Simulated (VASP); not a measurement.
# ZnSe (F-43m) in VASP: further runs, part 2 of 2

VASP 6.6.1.

## (3) Relaxation of cell and atoms, PBEsol

This run uses another cell than the first one, of 22.72 Å³/atom, 1.017 times its volume.

The input, INCAR:

```
ALGO     = Normal         # electronic algorithm
EDIFF    = 1E-6           # SCF threshold, eV
EDIFFG   = -0.005         # ionic threshold
ENCUT    = 600            # plane-wave cutoff, eV
GGA      = PS             # functional
IBRION   = 2              # ionic algorithm
ISIF     = 3              # what is computed and relaxed
ISMEAR   = 0              # smearing method
LASPH    = True           # aspherical terms in the spheres
LCHARG   = False          # write CHGCAR
LREAL    = False          # projectors in reciprocal space
LWAVE    = False          # write WAVECAR
NELM     = 60             # most SCF steps
NSW      = 100            # ionic steps
PREC     = Accurate       # precision mode
SIGMA    = 0.02           # smearing width, eV
```

The input, KPOINTS:

```
k-points
0
Gamma
  8 8 8
```

The input, POSCAR:

```
ZnSe
1.0
    0.0000000000      2.8324425400      2.8324425400
    2.8324425400      0.0000000000      2.8324425400
    2.8324425400      2.8324425400      0.0000000000
Zn Se
1 1
Direct
    0.0000000000      0.0000000000      0.0000000000
    0.2500000000      0.2500000000      0.2500000000
```

Potentials or basis: VASP PAW PBE potentials, release 64 (Zn, Se).

Command:

```bash
cat potpaw_PBE.64/Zn/POTCAR potpaw_PBE.64/Se/POTCAR > POTCAR
mpirun -np 1 vasp_std > vasp.out
```

OUTCAR:

```text
EDIFF = 1E-6
   EDIFFG = -0.005
   ENCUT = 600
   GGA = PS
   IBRION = 2
   ISIF = 3
   ISMEAR = 0
   LASPH = True
   LREAL = False
   NELM = 60
   NSW = 100
   PREC = Accurate

 ion  position               nearest neighbor table
   1  0.000  0.000  0.000-   2 2.45   2 2.45   2 2.45   2 2.45
   2  0.250  0.250  0.250-   1 2.45   1 2.45   1 2.45   1 2.45

  LATTYP: Found a face centered cubic cell.
 ALAT       =     5.6648850800

  Lattice vectors:

 A1 = (   0.0000000000,   2.8324425400,   2.8324425400)
 A2 = (   2.8324425400,   0.0000000000,   2.8324425400)
 A3 = (   2.8324425400,   2.8324425400,   0.0000000000)

Analysis of symmetry for initial positions (statically):
=====================================================================
 Subroutine PRICEL returns:
 Original cell was already a primitive cell.

 Routine SETGRP: Setting up the symmetry group for a
 face centered cubic supercell.

 Subroutine GETGRP returns: Found 24 space group operations
 (whereof 24 operations were pure point group operations)
 out of a pool of 48 trial point group operations.

The static configuration has the point symmetry T_d .

Analysis of symmetry for dynamics (positions and initial velocities):
=====================================================================
 Subroutine PRICEL returns:
 Original cell was already a primitive cell.

 Routine SETGRP: Setting up the symmetry group for a
 face centered cubic supercell.

 Subroutine GETGRP returns: Found 24 space group operations
 (whereof 24 operations were pure point group operations)
 out of a pool of 48 trial point group operations.

The dynamic configuration has the point symmetry T_d .

 Subroutine INISYM returns: Found 24 space group operations
 (whereof 24 operations are pure point group operations),
 and found     1 'primitive' translations

----------------------------------------------------------------------------------------

                                     Primitive cell

  volume of cell :      45.4478

  direct lattice vectors                    reciprocal lattice vectors
     0.000000000  2.832442540  2.832442540    -0.176526088  0.176526088  0.176526088
     2.832442540  0.000000000  2.832442540     0.176526088 -0.176526088  0.176526088
     2.832442540  2.832442540  0.000000000     0.176526088  0.176526088 -0.176526088

  length of vectors
     4.005678655  4.005678655  4.005678655     0.305752153  0.305752153  0.305752153

  position of ions in fractional coordinates (direct lattice)
     0.000000000  0.000000000  0.000000000
     0.250000000  0.250000000  0.250000000

  ion indices of the primitive-cell ions
   primitive index   ion index
                 1           1
                 2           2

----------------------------------------------------------------------------------------

 KPOINTS: k-points

Automatic generation of k-mesh.
 Grid dimensions read from file:
 generate k-points for:    8    8    8

 Generating k-lattice:

  Cartesian coordinates                     Fractional coordinates (reciprocal lattice)
[... 52 lines left out ...]
   ISTART =      0    job   : 0-new  1-cont  2-samecut
   ICHARG =      2    charge: 1-file 2-atom 10-const
   ISPIN  =      1    spin polarized calculation?
   LNONCOLLINEAR =      F non collinear calculations
   LSORBIT =      F    spin-orbit coupling
   LASPH  =      T    aspherical Exc in radial PAW
   ENCUT  =  600.0 eV  44.10 Ry    6.64 a.u.   8.00  8.00  8.00*2*pi/ulx,y,z
   NELM   =     60;   NELMIN=  2; NELMDL= -5     # of ELM steps
   EDIFF  = 0.1E-05   stopping-criterion for ELM
   LREAL  =      F    real-space projection
   EDIFFG = -.5E-02   stopping-criterion for IOM
   NSW    =    100    number of steps for IOM
   IBRION =      2    ionic relax: 0-MD 1-quasi-New 2-CG
   NFREE  =      1    steps in history (QN), initial steepest desc. (CG)
   ISIF   =      3    stress and relaxation
   ISYM   =      2    0-nonsym 1-usesym 2-fastsym
   POTIM  = 0.5000    time-step for ionic-motion
   TEBEG  =    0.0;   TEEND  =   0.0 temperature during run
   PSTRESS=    0.0 pullay stress
   NELECT =      18.0000    total number of electrons
   NUPDOWN=      -1.0000    fix difference up-down
   EMIN   =  10.00;   EMAX   =-10.00  energy-range for DOS
   EFERMI =   0.00;   METHOD = LEGACY
   ISMEAR =     0;   SIGMA  =   0.02  broadening in eV -4-tet -1-fermi 0-gaus
   EFERMI_NEDOS =   21; number of points for ismear=-14 and -15
   IALGO  =     38    algorithm
   IMIX   =      4    mixing-type and parameters
     AMIX     =   0.40;   BMIX     =  1.00
     AMIX_MAG =   1.60;   BMIX_MAG =  1.00
  volume/ion in A,a.u.               =      22.72       153.35
  Fermi-wavevector in a.u.,A,eV,Ry     =   1.202249  2.271922 19.665909  1.445404
  Thomas-Fermi vector in A             =   2.338036
   LORBIT       =      0    0 simple, 1 ext, 2 COOP (PROOUT), +10 PAW based schemes
   GGA     = PS    functional components
   LHFCALC =     F    Hartree Fock is set to
   AEXX    =    0.0000 exact exchange contribution
   IVDW    =     0    specifies the selected vdW correction
   LEPSILON=     F    determine dielectric tensor
   LRPA    =     F    only Hartree local field effects (RPA)
 conjugate gradient relaxation of ions
 non-spin polarized calculation
 Gauss-broadening in eV      SIGMA  =   0.02
  energy-cutoff  :      600.00
  volume of cell :       45.45
 maximum number of plane-waves:      1540
   NGX = 17   NGY = 17   NGZ = 17

--------------------------------------- Ionic step        1  -------------------------------------------

 number of electron      17.9999990 magnetization

 Free energy of the ion-electron system (eV)
  ---------------------------------------------------
  ext. energy  EPLUGINS =         0.00000000
  ---------------------------------------------------
  free energy    TOTEN  =        -6.77171823 eV

  energy without entropy =       -6.77171823  energy(sigma->0) =       -6.77171823

------------------------ aborting loop because EDIFF is reached ----------------------------------------

  FORCE on cell =-STRESS in cart. coord.  units (eV):
  Direction    XX          YY          ZZ          XY          YZ          ZX
  --------------------------------------------------------------------------------------
  -------------------------------------------------------------------------------------
  Total       -0.2329672     -0.2329672     -0.2329672      0.0000000     -0.0000000     -0.0000000
  in kB       -8.2128140     -8.2128140     -8.2128140      0.0000000     -0.0000000     -0.0000000
  external PRESSURE =      -8.2128140 kB  Pullay stress =       0.0000000 kB
[... 59 lines left out ...]
--------------------------------------- Ionic step        3  -------------------------------------------

 number of electron      17.9999986 magnetization

 Free energy of the ion-electron system (eV)
  ---------------------------------------------------
  ext. energy  EPLUGINS =         0.00000000
  ---------------------------------------------------
  free energy    TOTEN  =        -6.77322544 eV

  energy without entropy =       -6.77322544  energy(sigma->0) =       -6.77322544

 E-fermi :   1.7395     XC(G=0):  -9.5899

 val. band max:        1.6086420073   @ k =   0.0000   0.0000   0.0000
 cond. band min:       2.8350769785   @ k =   0.0000   0.0000   0.0000
 fundamental gap:      1.2264349712
 Fermi energy:         1.7395226962

 k-point     1 :       0.0000    0.0000    0.0000
  band No.  band energies     occupation
      1     -11.7684      2.00000
      2      -5.0010      2.00000
      3      -5.0010      2.00000
      4      -5.0010      2.00000
      5      -4.6166      2.00000
      6      -4.6166      2.00000
      7       1.6086      2.00000
      8       1.6086      2.00000
      9       1.6086      2.00000
     10       2.8351      0.00000
     11       7.3357      0.00000
     12       7.3357      0.00000
     13       7.3357      0.00000
[... 354 lines left out ...]
  band No.  band energies     occupation
      1     -10.8094      2.00000
      2      -4.8966      2.00000
      3      -4.8559      2.00000
      4      -4.6526      2.00000
      5      -4.6099      2.00000
      6      -4.4007      2.00000
      7      -3.4112      2.00000
      8      -0.8842      2.00000
      9       0.0904      2.00000
     10       5.8080      0.00000
     11       7.0237      0.00000
     12       8.9816      0.00000
     13      10.2164      0.00000

 [... further k-points ...]

------------------------ aborting loop because EDIFF is reached ----------------------------------------

  FORCE on cell =-STRESS in cart. coord.  units (eV):
  Direction    XX          YY          ZZ          XY          YZ          ZX
  --------------------------------------------------------------------------------------
  -------------------------------------------------------------------------------------
  Total        0.0025777      0.0025777      0.0025777      0.0000000      0.0000000     -0.0000000
  in kB        0.0920190      0.0920190      0.0920190      0.0000000      0.0000000     -0.0000000
  external PRESSURE =       0.0920190 kB  Pullay stress =       0.0000000 kB
[... 17 lines left out ...]
  FREE ENERGIE OF THE ION-ELECTRON SYSTEM (eV)
  ---------------------------------------------------
  free  energy   TOTEN  =        -6.7732254396 eV

  energy  without entropy=       -6.7732254396  energy(sigma->0) =       -6.77322544

 reached required accuracy - stopping structural energy minimisation
```

It took 23 s on 1 thread of Intel Xeon Platinum 8559C (Emerald Rapids), shared host; peak memory 0.2 GiB.

What came out:

```yaml
Free_energy: -6.7732 eV
Relaxed_volume: 22.44 Å³/atom
Relaxed_cell: a = 3.989 Å, b = 3.989 Å, c = 3.989 Å, α = 60.00°, β = 60.00°, γ = 60.00°
Space_group_after_relaxing_to_0.05_Å: F-43m (No. 216)
Energy_gained_by_relaxing: 0.8 meV/atom
Ionic_steps: 3
Pressure_after_relaxing: 0.0 GPa
Band_gap_on_the_k_mesh: 1.23 eV, direct
```

The path:
```csv
step,energy change (eV),largest force (eV/Å),pressure (GPa),volume (Å³)
1,0.0000,0.0000,-0.82,45.45
2,-0.0014,0.0000,0.41,44.69
3,-0.0015,0.0000,0.01,44.88
```

Final structure:
```yaml
crystal:
  lattice:
    - [0.00000, 2.82062, 2.82062]
    - [2.82062, 0.00000, 2.82062]
    - [2.82062, 2.82062, 0.00000]
  atoms:
    - { symbol: Zn, position: [0.00000, 0.00000, 0.00000] }
    - { symbol: Se, position: [0.25000, 0.25000, 0.25000] }
```

Caveat: the PAW data sets were made with another functional, which shifts forces and pressure a little.
